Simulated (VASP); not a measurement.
# SnO (P4/nmm) in VASP: notebook, part 2 of 2

VASP 6.6.1. The steps go on from the part before.

## 4. Single point, r2SCAN

This run uses another cell than the first one, of 17.88 Å³/atom.

POSCAR

```
SnO
1.0
    3.8087037368      0.0000000000      0.0000000000
    0.0000000000      3.8087037368      0.0000000000
    0.0000000000      0.0000000000      4.9308709360
Sn O
2 2
Direct
    0.5000000000      0.0000000000      0.2325790935
    0.0000000000      0.5000000000      0.7674209065
    0.0000000000      0.0000000000      0.0000000000
    0.5000000000      0.5000000000      0.0000000000
```

INCAR.step1

```
SYSTEM = SnO
PREC = Accurate
ENCUT = 520
ISMEAR = 0
SIGMA = 0.01
LREAL = .FALSE.
LASPH = .TRUE.
NELM = 100
NBANDS = 28
GGA = PE
ALGO = Normal
EDIFF = 1E-4
LWAVE = .TRUE.
LCHARG = .FALSE.
```

INCAR.step2

```
SYSTEM = SnO
PREC = Accurate
ENCUT = 520
EDIFF = 1E-6
ISMEAR = 0
SIGMA = 0.01
LREAL = .FALSE.
LASPH = .TRUE.
NELM = 100
ALGO = Normal
ISIF = 2
LWAVE = .FALSE.
LCHARG = .TRUE.
METAGGA = R2SCAN
LMIXTAU = .TRUE.
LELF = .TRUE.
LVHAR = .TRUE.
NBANDS = 28
ISTART = 1
```

KPOINTS

```
regular mesh
0
G
  10 10 8
  0 0 0
```

Potentials or basis: VASP PAW PBE potentials, release 64 (Sn_d, O).

Run with:

```
$ cat potpaw_PBE.64/Sn_d/POTCAR potpaw_PBE.64/O/POTCAR > POTCAR
$ cp INCAR.step1 INCAR
$ mpirun -np 1 vasp_std > vasp.out
$ cp INCAR.step2 INCAR
$ mpirun -np 1 vasp_std > vasp.out
```

OUTCAR:

```text
SYSTEM = SnO
   PREC = Accurate
   ENCUT = 520
   EDIFF = 1E-6
   ISMEAR = 0
   LREAL = .FALSE.
   LASPH = .TRUE.
   NELM = 100
   ISIF = 2
   METAGGA = R2SCAN
   ISTART = 1

 ion  position               nearest neighbor table
   1  0.500  0.000  0.233-   3 2.22   4 2.22   4 2.22   3 2.22   2 3.54   2 3.54   2 3.54   2 3.54

   2  0.000  0.500  0.767-   3 2.22   4 2.22   3 2.22   4 2.22   1 3.54   1 3.54   1 3.54   1 3.54

   3  0.000  0.000  0.000-   1 2.22   2 2.22   2 2.22   1 2.22
   4  0.500  0.500  0.000-   1 2.22   2 2.22   1 2.22   2 2.22

  LATTYP: Found a simple tetragonal cell.
 ALAT       =     3.8087037368
 C/A-ratio  =     1.2946323150

  Lattice vectors:

 A1 = (   3.8087037368,   0.0000000000,   0.0000000000)
 A2 = (   0.0000000000,   3.8087037368,   0.0000000000)
 A3 = (   0.0000000000,   0.0000000000,   4.9308709360)

Analysis of symmetry for initial positions (statically):
=====================================================================
 Subroutine PRICEL returns:
 Original cell was already a primitive cell.

 Routine SETGRP: Setting up the symmetry group for a
 simple tetragonal supercell.

 Subroutine GETGRP returns: Found 16 space group operations
 (whereof  8 operations were pure point group operations)
 out of a pool of 16 trial point group operations.

The static configuration has the point symmetry D_2d.
 The point group associated with its full space group is D_4h.

Analysis of symmetry for dynamics (positions and initial velocities):
=====================================================================
 Subroutine PRICEL returns:
 Original cell was already a primitive cell.

 Routine SETGRP: Setting up the symmetry group for a
 simple tetragonal supercell.

 Subroutine GETGRP returns: Found 16 space group operations
 (whereof  8 operations were pure point group operations)
 out of a pool of 16 trial point group operations.

The dynamic configuration has the point symmetry D_2d.
 The point group associated with its full space group is D_4h.

 Subroutine INISYM returns: Found 16 space group operations
 (whereof  8 operations are pure point group operations),
 and found     1 'primitive' translations

----------------------------------------------------------------------------------------

                                     Primitive cell

  volume of cell :      71.5283

  direct lattice vectors                    reciprocal lattice vectors
     3.808703737  0.000000000  0.000000000     0.262556520  0.000000000  0.000000000
     0.000000000  3.808703737  0.000000000     0.000000000  0.262556520  0.000000000
     0.000000000  0.000000000  4.930870936     0.000000000  0.000000000  0.202803929

  length of vectors
     3.808703737  3.808703737  4.930870936     0.262556520  0.262556520  0.202803929

  position of ions in fractional coordinates (direct lattice)
     0.500000000  0.000000000  0.232579094
     0.000000000  0.500000000  0.767420906
     0.000000000  0.000000000  0.000000000
     0.500000000  0.500000000  0.000000000

  ion indices of the primitive-cell ions
   primitive index   ion index
                 1           1
                 2           2
                 3           3
                 4           4

----------------------------------------------------------------------------------------

 KPOINTS: regular mesh

Automatic generation of k-mesh.
 Grid dimensions read from file:
 generate k-points for:   10   10    8

 Generating k-lattice:

  Cartesian coordinates                     Fractional coordinates (reciprocal lattice)
     0.026255652  0.000000000  0.000000000     0.100000000  0.000000000  0.000000000
     0.000000000  0.026255652  0.000000000     0.000000000  0.100000000  0.000000000
     0.000000000  0.000000000  0.025350491     0.000000000  0.000000000  0.125000000

  Length of vectors
     0.026255652  0.026255652  0.025350491

  Shift w.r.t. Gamma in fractional coordinates (k-lattice)
     0.000000000  0.000000000  0.000000000

 Subroutine IBZKPT returns following result:
 ===========================================

 Found    105 irreducible k-points:

 Following reciprocal coordinates:
            Coordinates               Weight
  0.000000  0.000000  0.000000      1.000000
  0.100000  0.000000  0.000000      4.000000
  0.200000  0.000000  0.000000      4.000000
  0.300000  0.000000  0.000000      4.000000
  0.400000  0.000000  0.000000      4.000000
  0.500000  0.000000  0.000000      2.000000
[... 16 lines left out ...]
  0.100000  0.000000  0.125000      8.000000
  0.200000  0.000000  0.125000      8.000000
 [... further k-points ...]
   k-points           NKPTS =    105   k-points in BZ     NKDIM =    105   number of bands    NBANDS=     28
   number of dos      NEDOS =    301   number of ions     NIONS =      4
   total plane-waves  NPLWV =  31360
   dimension x,y,z NGX =    28 NGY =   28 NGZ =   40
   dimension x,y,z NGXF=    56 NGYF=   56 NGZF=   80
   ions per type =               2   2
   NGX,Y,Z   is equivalent  to a cutoff of  12.22, 12.22, 13.49 a.u.
   NGXF,Y,Z  is equivalent  to a cutoff of  24.44, 24.44, 26.97 a.u.
 SYSTEM =  SnO
   PREC   = accura    normal or accurate (medium, high low for compatibility)
   ISTART =      1    job   : 0-new  1-cont  2-samecut
   ICHARG =      0    charge: 1-file 2-atom 10-const
   ISPIN  =      1    spin polarized calculation?
   LNONCOLLINEAR =      F non collinear calculations
   LSORBIT =      F    spin-orbit coupling
   LASPH  =      T    aspherical Exc in radial PAW
   ENCUT  =  520.0 eV  38.22 Ry    6.18 a.u.   7.08  7.08  9.17*2*pi/ulx,y,z
   NELM   =    100;   NELMIN=  2; NELMDL=  0     # of ELM steps
   EDIFF  = 0.1E-05   stopping-criterion for ELM
   LREAL  =      F    real-space projection
   EDIFFG = 0.1E-04   stopping-criterion for IOM
   NSW    =      0    number of steps for IOM
   IBRION =     -1    ionic relax: 0-MD 1-quasi-New 2-CG
   NFREE  =      0    steps in history (QN), initial steepest desc. (CG)
   ISIF   =      2    stress and relaxation
   ISYM   =      2    0-nonsym 1-usesym 2-fastsym
   POTIM  = 0.5000    time-step for ionic-motion
   TEBEG  =    0.0;   TEEND  =   0.0 temperature during run
   PSTRESS=    0.0 pullay stress
   NELECT =      40.0000    total number of electrons
   NUPDOWN=      -1.0000    fix difference up-down
   EMIN   =  10.00;   EMAX   =-10.00  energy-range for DOS
   EFERMI =   0.00;   METHOD = LEGACY
   ISMEAR =     0;   SIGMA  =   0.01  broadening in eV -4-tet -1-fermi 0-gaus
   EFERMI_NEDOS =   21; number of points for ismear=-14 and -15
   IALGO  =     38    algorithm
   IMIX   =      4    mixing-type and parameters
     AMIX     =   0.40;   BMIX     =  1.00
     AMIX_MAG =   1.60;   BMIX_MAG =  1.00
  volume/ion in A,a.u.               =      17.88       120.67
  Fermi-wavevector in a.u.,A,eV,Ry     =   1.348763  2.548792 24.751179  1.819160
  Thomas-Fermi vector in A             =   2.476405
   LORBIT       =      0    0 simple, 1 ext, 2 COOP (PROOUT), +10 PAW based schemes
   METAGGA = R2SCAN    functional components
   LHFCALC =     F    Hartree Fock is set to
   AEXX    =    0.0000 exact exchange contribution
   IVDW    =     0    specifies the selected vdW correction
   LEPSILON=     F    determine dielectric tensor
   LRPA    =     F    only Hartree local field effects (RPA)
 non-spin polarized calculation
 Gauss-broadening in eV      SIGMA  =   0.01
  energy-cutoff  :      520.00
  volume of cell :       71.53
 maximum number of plane-waves:      1952
   NGX = 15   NGY = 15   NGZ = 19

 number of electron      39.9999993 magnetization

 Free energy of the ion-electron system (eV)
  ---------------------------------------------------
  ext. energy  EPLUGINS =         0.00000000
  ---------------------------------------------------
  free energy    TOTEN  =       -66.90381095 eV

  energy without entropy =      -66.90381095  energy(sigma->0) =      -66.90381095

 E-fermi :   7.0083     XC(G=0): -10.8003

 val. band max:        6.9086049080   @ k =   0.0000   0.0000   0.0000
 cond. band min:       7.2746165714   @ k =   0.5000   0.5000   0.0000
 fundamental gap:      0.3660116634
 Fermi energy:         7.0083485414

 k-point     1 :       0.0000    0.0000    0.0000
  band No.  band energies     occupation
      1     -16.0202      2.00000
      2     -15.4580      2.00000
      3     -15.4421      2.00000
      4     -15.4421      2.00000
      5     -15.3957      2.00000
      6     -15.3726      2.00000
[... 20 lines left out ...]
     27      14.0543      0.00000
[... 691 lines left out ...]
      6     -15.3980      2.00000
[... 20 lines left out ...]
     27      14.5930      0.00000
     28      17.1145      0.00000

 [... further k-points ...]
[... 5 lines left out ...]
  --------------------------------------------------------------------------------------
  -------------------------------------------------------------------------------------
  Total        0.2508257      0.2508257      0.2419884      0.0000000      0.0000000      0.0000000
  in kB        5.6182952      5.6182952      5.4203478      0.0000000      0.0000000      0.0000000
  external PRESSURE =       5.5523128 kB  Pullay stress =       0.0000000 kB

 VOLUME and BASIS-vectors are now :
 -----------------------------------------------------------------------------
  energy-cutoff  :      520.00
  volume of cell :       71.53
      direct lattice vectors                 reciprocal lattice vectors
     3.808703737  0.000000000  0.000000000     0.262556520  0.000000000  0.000000000
     0.000000000  3.808703737  0.000000000     0.000000000  0.262556520  0.000000000
     0.000000000  0.000000000  4.930870936     0.000000000  0.000000000  0.202803929

 POSITION                                       TOTAL-FORCE (eV/Angst)
 -----------------------------------------------------------------------------------
      1.90435      0.00000      1.14682        -0.000000      0.000000      0.140677
      0.00000      1.90435      3.78405         0.000000      0.000000     -0.140677
      0.00000      0.00000      0.00000        -0.000000     -0.000000      0.000000
      1.90435      1.90435      0.00000        -0.000000      0.000000      0.000000
 -----------------------------------------------------------------------------------
    total drift:                                0.000000      0.000000     -0.000000

  FREE ENERGIE OF THE ION-ELECTRON SYSTEM (eV)
  ---------------------------------------------------
  free  energy   TOTEN  =       -66.9038109494 eV

  energy  without entropy=      -66.9038109494  energy(sigma->0) =      -66.90381095
```

Run time: 4.8 min. Hardware: 1 thread of Intel Xeon 6975P-C (Granite Rapids), shared host; peak memory 0.3 GiB.

Results:

```yaml
Free_energy: -66.9038 eV
Pressure: 0.6 GPa
Largest_force: 0.141 eV/Å
Band_gap_on_the_k_mesh: 0.37 eV (least direct gap 2.32 eV)
```

Forces in eV/Å, atoms in the order of the input:
```
Sn   0.000  0.000  0.141
Sn   0.000  0.000 -0.141
O    0.000  0.000  0.000
O    0.000  0.000  0.000
```

Levels at points of the mesh, in eV from the valence-band top:
| k point | band 18 | band 19 | band 20 | band 21 | band 22 | band 23 |
| --- | --- | --- | --- | --- | --- | --- |
| (0.00, 0.00, 0.00) | -3.57 | -3.57 | 0.00 | 2.34 | 4.39 | 5.02 |
| (0.50, 0.00, 0.00) | -5.25 | -2.86 | -2.86 | 3.38 | 3.38 | 6.22 |
| (0.50, 0.50, 0.00) | -2.89 | -2.06 | -2.06 | 0.37 | 0.37 | 4.76 |
| (0.00, 0.00, 0.50) | -3.58 | -3.22 | -2.50 | 1.97 | 3.29 | 3.29 |
| (0.50, 0.00, 0.50) | -5.22 | -1.96 | -1.96 | 2.71 | 2.71 | 5.80 |
| (0.50, 0.50, 0.50) | -2.89 | -2.77 | -2.77 | 2.57 | 2.57 | 4.22 |

Caveat: semilocal functionals underestimate gaps, and a narrow one can read as zero; the PAW data sets were made with another functional, which shifts forces and pressure a little; spin-orbit coupling is left out, which moves the levels of the heavy elements.

## 5. Relaxation of shape and atoms at fixed volume, r2SCAN (16.81 Å³/atom)

POSCAR

```
SnO
1.0
    3.7580210477      0.0000000000      0.0000000000
    0.0000000000      3.7580210477      0.0000000000
    0.0000000000      0.0000000000      4.7608824280
Sn O
2 2
Direct
    0.5000000000      0.0000000000      0.2381462046
    0.0000000000      0.5000000000      0.7618537954
    0.0000000000      0.0000000000      0.0000000000
    0.5000000000      0.5000000000      0.0000000000
```

INCAR.step1

```
SYSTEM = SnO
ALGO = Normal ; EDIFF = 1E-4
ENCUT = 600 ; GGA = PE
ISMEAR = 0 ; LASPH = .TRUE.
LCHARG = .FALSE. ; LREAL = .FALSE.
LWAVE = .TRUE. ; NELM = 60
PREC = Accurate ; SIGMA = 0.01
```

INCAR.step2

```
SYSTEM = SnO
ALGO = Normal ; EDIFF = 1E-7
EDIFFG = -0.01 ; ENCUT = 600
IBRION = 2 ; ISIF = 4
ISMEAR = 0 ; ISTART = 1
LASPH = .TRUE. ; LCHARG = .FALSE.
LMIXTAU = .TRUE. ; LREAL = .FALSE.
LWAVE = .FALSE. ; METAGGA = R2SCAN
NELM = 60 ; NSW = 50
PREC = Accurate ; SIGMA = 0.01
```

KPOINTS

```
k-points
0
G
  10 10 8
  0 0 0
```

Run with:

```
$ cat potpaw_PBE.64/Sn_d/POTCAR potpaw_PBE.64/O/POTCAR > POTCAR
$ cp INCAR.step1 INCAR
$ mpirun -np 1 vasp_std > vasp.out
$ cp INCAR.step2 INCAR
$ mpirun -np 1 vasp_std > vasp.out
```

It took 54 min on 1 thread of Oxide Virtual Turin-like, shared host; peak memory 0.3 GiB.

The run converged. Its results:

| Item | Value |
| --- | --- |
| Free energy | -66.8848 eV |
| Energy gained by relaxing | 6.3 meV/atom |
| Ionic steps | 5 |
| Pressure after relaxing | 2.0 GPa |
| Largest force after relaxing | 0.010 eV/Å |
| Band gap on the k mesh | zero (bands 20 and 21 overlap by 0.12 eV) |

Forces on the atoms (eV/Å):
```
Sn   0.000  0.000  0.010
Sn   0.000  0.000 -0.010
O    0.000  0.000  0.000
O    0.000  0.000  0.000
```

Step by step:
```
step  energy change (eV)  largest force (eV/Å)  pressure (GPa)  volume (Å³)
   1              0.0000                0.6305            4.95        67.24
   2             -0.0210                0.0002            2.63        67.24
   3             -0.0210                0.0377            2.50        67.24
   4             -0.0241                0.0140            2.26        67.24
   5             -0.0252                0.0098            2.00        67.24
```

Final structure:
```
Sn O
1.0
     3.78835    0.00000    0.00000
     0.00000    3.78835    0.00000
     0.00000    0.00000    4.68495
Sn O
2 2
Direct
  0.50000 0.00000 0.24545
  0.00000 0.50000 0.75455
  0.00000 0.00000 0.00000
  0.50000 0.50000 0.00000
```

Levels at points of the mesh, in eV from the Fermi level:
| k point | band 18 | band 19 | band 20 | band 21 | band 22 | band 23 |
| --- | --- | --- | --- | --- | --- | --- |
| (0.00, 0.00, 0.00) | -3.68 | -3.68 | 0.02 | 2.57 | 4.62 | 4.62 |
| (0.50, 0.00, 0.00) | -5.40 | -3.17 | -3.17 | 3.66 | 3.66 | 6.10 |
| (0.50, 0.50, 0.00) | -3.00 | -2.19 | -2.19 | -0.10 | -0.10 | 4.80 |
| (0.00, 0.00, 0.50) | -3.70 | -2.81 | -2.62 | 1.98 | 2.82 | 2.82 |
| (0.50, 0.00, 0.50) | -5.35 | -2.09 | -2.09 | 2.97 | 2.97 | 5.50 |
| (0.50, 0.50, 0.50) | -3.14 | -3.00 | -3.00 | 2.31 | 2.31 | 4.70 |

Caveat: semilocal functionals underestimate gaps, and a narrow one can read as zero; the PAW data sets were made with another functional, which shifts forces and pressure a little; spin-orbit coupling is left out, which moves the levels of the heavy elements.

## 6. Relaxation of shape and atoms at fixed volume, r2SCAN (18.42 Å³/atom)

This run uses another cell than the first one, of 18.42 Å³/atom.

POSCAR

```
SnO
1.0
    3.8464161274      0.0000000000      0.0000000000
    0.0000000000      3.8464161274      0.0000000000
    0.0000000000      0.0000000000      4.9796946155
Sn O
2 2
Direct
    0.5000000000      0.0000000000      0.2325790935
    0.0000000000      0.5000000000      0.7674209065
    0.0000000000      0.0000000000      0.0000000000
    0.5000000000      0.5000000000      0.0000000000
```

INCAR.step1

```
SYSTEM = SnO
  PREC = Accurate
  ENCUT = 600
  ISMEAR = 0
  SIGMA = 0.01
  LREAL = .FALSE.
  LASPH = .TRUE.
  NELM = 100
  GGA = PE
  ALGO = Normal
  EDIFF = 1E-4
  LWAVE = .TRUE.
  LCHARG = .FALSE.
  KPAR = 4
```

INCAR.step2

```
SYSTEM = SnO
  PREC = Accurate
  ENCUT = 600
  EDIFF = 1E-6
  ISMEAR = 0
  SIGMA = 0.01
  LREAL = .FALSE.
  LASPH = .TRUE.
  NELM = 100
  ALGO = Normal
  ISIF = 4
  LWAVE = .FALSE.
  LCHARG = .FALSE.
  METAGGA = R2SCAN
  LMIXTAU = .TRUE.
  IBRION = 2
  NSW = 50
  EDIFFG = -0.01
  ISTART = 1
  KPAR = 4
```

KPOINTS

```
regular mesh
0
G
  10 10 8
  0 0 0
```

Potentials or basis: VASP PAW PBE potentials, release 64 (Sn_d, O).

Run with:

```
$ cat potpaw_PBE.64/Sn_d/POTCAR potpaw_PBE.64/O/POTCAR > POTCAR
$ cp INCAR.step1 INCAR
$ mpirun -np 4 vasp_std > vasp.out
$ cp INCAR.step2 INCAR
$ mpirun -np 4 vasp_std > vasp.out
```

Wall time 18 min (4 MPI ranks of Oxide Virtual Turin-like, shared host); peak memory 0.33 GiB.

Results (log left out):

| Quantity | Value |
| --- | --- |
| Free energy | -66.9110 eV |
| Energy gained by relaxing | 2.0 meV/atom |
| Ionic steps | 5 |
| Pressure after relaxing | -0.7 GPa |
| Largest force after relaxing | 0.010 eV/Å |
| Band gap on the k mesh | 0.55 eV (least direct gap 2.29 eV) |

Forces in eV/Å, atoms in the order of the input:
```
Sn   0.000  0.000 -0.010
Sn   0.000  0.000  0.010
O    0.000  0.000  0.000
O    0.000  0.000  0.000
```

The path:
| step | energy change (eV) | largest force (eV/Å) | pressure (GPa) | volume (Å³) |
| --- | --- | --- | --- | --- |
| 1 | 0.0000 | 0.2781 | -2.27 | 73.67 |
| 2 | -0.0053 | 0.0378 | -1.39 | 73.67 |
| 3 | -0.0056 | 0.0355 | -1.10 | 73.67 |
| 4 | -0.0071 | 0.0173 | -0.95 | 73.67 |
| 5 | -0.0078 | 0.0097 | -0.73 | 73.67 |

Final structure:
```
Sn O
1.0
     3.82049    0.00000    0.00000
     0.00000    3.82049    0.00000
     0.00000    0.00000    5.04751
Sn O
2 2
Direct
  0.50000 0.00000 0.22864
  0.00000 0.50000 0.77136
  0.00000 0.00000 0.00000
  0.50000 0.50000 0.00000
```

Levels at points of the mesh, in eV from the valence-band top:
```csv
k point,band 16,band 17,band 18,band 19,band 20,band 21,band 22,band 23,band 24
"(0.00, 0.00, 0.00)",-6.52,-3.74,-3.43,-3.43,0.00,2.29,4.23,5.16,5.16
"(0.50, 0.00, 0.00)",-5.27,-5.10,-5.10,-2.72,-2.72,3.28,3.28,6.11,6.11
"(0.50, 0.50, 0.00)",-5.41,-2.76,-2.76,-2.01,-2.01,0.55,0.55,4.76,4.76
"(0.00, 0.00, 0.50)",-3.78,-3.45,-3.45,-3.37,-2.42,2.03,3.47,3.47,3.97
"(0.50, 0.00, 0.50)",-5.63,-5.07,-5.07,-1.89,-1.89,2.63,2.63,5.90,5.90
"(0.50, 0.50, 0.50)",-5.73,-2.76,-2.76,-2.63,-2.63,2.68,2.68,4.05,4.05
```

Caveat: semilocal functionals underestimate gaps, and a narrow one can read as zero; the PAW data sets were made with another functional, which shifts forces and pressure a little; spin-orbit coupling is left out, which moves the levels of the heavy elements. A k mesh can miss the band edges.

## 7. Summary

```tsv
task	cell	cutoff (eV)	gap on the mesh (eV)	pressure (GPa)	largest force (eV/Å)
single point	a = 3.784, b = 3.784, c = 4.697 Å, 4 atoms, atomic positions A	520	none	2.6	0.14
single point	a = 3.798, b = 3.798, c = 4.811 Å, 4 atoms, atomic positions B	520	0.14	1.5	0.15
single point	a = 3.809, b = 3.809, c = 4.931 Å, 4 atoms, atomic positions C	520	0.37	0.6	0.14
relaxation of shape and atoms at fixed volume	relaxed from a = 3.758, b = 3.758, c = 4.761 Å, 4 atoms, atomic positions B	600	none	2.0	0.01
relaxation of shape and atoms at fixed volume	relaxed from a = 3.846, b = 3.846, c = 4.980 Å, 4 atoms, atomic positions C	600	0.55	-0.7	0.01
```

Alike in all rows: level r2SCAN; potentials or basis VASP PAW PBE potentials, release 64 (Sn_d, O); no spin polarisation; k mesh 10 × 10 × 8; smearing gaussian 0.01 eV.

Caveats: semilocal functionals underestimate gaps, and a narrow one can read as zero; the PAW data sets were made with another functional, which shifts forces and pressure a little; spin-orbit coupling is left out, which moves the levels of the heavy elements.

Total energies depend on the potentials used, so only differences within one code and one set of settings carry meaning.

The gap in the log of VASP goes by the Fermi energy; the results here count the filled bands.